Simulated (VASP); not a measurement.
Set up this calculation in VASP 6.6.1, as the native input.

| Quantity | Value |
| --- | --- |
| Task | single point |
| Functional | LDA |
| Potentials or basis | VASP PAW LDA potentials, release 64 (Hf_pv, O) |
| Cutoff | 520 eV |
| k mesh | 8 × 8 × 8 |
| Occupations | gaussian, width 0.05 eV |
| Spin | no spin polarisation |
| Dipole correction | no |
| Further INCAR settings | ALGO = Normal; EDIFF = 1e-06; NBANDS = 18 |

The structure of HfO2 lies in POSCAR:

```
HfO2
1.0
    0.0000000000      2.5008001766      2.5008001766
    2.5008001766      0.0000000000      2.5008001766
    2.5008001766      2.5008001766      0.0000000000
Hf O
1 2
Direct
   -0.0021147393      0.0021147393      0.0063442179
    0.2617962244      0.2382037756      0.2146113269
    0.7617962244      0.7382037756      0.7146113269
```

This cell differs from its parent crystal: atoms displaced along several vibrational modes.

The input as run:

INCAR

```
PREC     = Accurate       # precision mode
ENCUT    = 520            # plane-wave cutoff, eV
EDIFF    = 1E-6           # SCF threshold, eV
ISMEAR   = 0              # smearing method
SIGMA    = 0.05           # smearing width, eV
LREAL    = F              # projectors in reciprocal space
LASPH    = T              # aspherical terms in the spheres
NELM     = 80             # most SCF steps
ALGO     = Normal         # electronic algorithm
ISIF     = 2              # what is computed and relaxed
LWAVE    = F              # write WAVECAR
LCHARG   = T              # write CHGCAR
LELF     = T              # ELF
LVHAR    = T            
NBANDS   = 18             # bands
```

KPOINTS

```
Automatic mesh
0
Gamma
  8 8 8
```

Potentials or basis: VASP PAW LDA potentials, release 64 (Hf_pv, O).

The run is started by

```bash
$ cat potpaw_LDA.64/Hf_pv/POTCAR potpaw_LDA.64/O/POTCAR > POTCAR
$ mpirun -np 1 vasp_std > vasp.out
```

Results of the run:

The pressure is -0.2 GPa and the largest force is 1.157 eV/Å. The band gap on the k mesh is 3.71 eV.

Caveat: the cell differs from its parent crystal (atoms displaced along several vibrational modes); spin-orbit coupling is left out, which moves the levels of the heavy elements; forces of over 1 eV/Å act on the atoms, so gaps and moduli don't describe the material at rest.

It took 41 s on 1 thread of Intel(R) Xeon(R) Platinum 8488C (Sapphire Rapids), with other jobs on the host, peak memory 0.2 GiB.
